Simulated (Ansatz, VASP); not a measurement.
## TaN in VASP and in Ansatz

```
Ta N
1.0
     5.19600    0.00000    0.00000
    -2.59800    4.49987    0.00000
     0.00000    0.00000    2.91100
Ta N
3 3
Cartesian
  0.0000 0.0000 0.0000
  2.5980 1.5000 1.4555
  0.0000 2.9999 1.4555
  -1.0206 1.7678 0.0000
  1.5774 2.7321 0.0000
  2.0412 0.0000 0.0000
```

Alike in both runs: functional PBE; k mesh 5 × 5 × 7; occupations fermi-dirac, width 0.05 eV; non-collinear spin, spin-orbit coupling.

|  | VASP | Ansatz |
| --- | --- | --- |
| version | VASP 6.6.1 | Ansatz 0.2.0 |
| potentials or method | VASP PAW PBE potentials, release 64 (Ta_pv, N) | Ansatz PAW |
| plane-wave cutoff (eV) | 520 | 420 |
| valence electrons in the cell | 48 | 54 |
| task | single point | band structure |

```csv
,VASP,Ansatz,Ansatz less VASP
pressure (GPa),5.9,4.5,-1.40
"traceless stress, the component that is largest in VASP (GPa)",-0.20,-0.12,+0.075
rms of the force components (eV/Å),0.011,0.010,-0.0010
```

Atom by atom the forces differ by 0.001 eV/Å (rms over components). The functional is the same, so the differences come from potentials, cutoffs and numerics. VASP's potentials hold 48 valence electrons a cell and Ansatz's 54, so a difference there can come from the potentials and not from the codes.
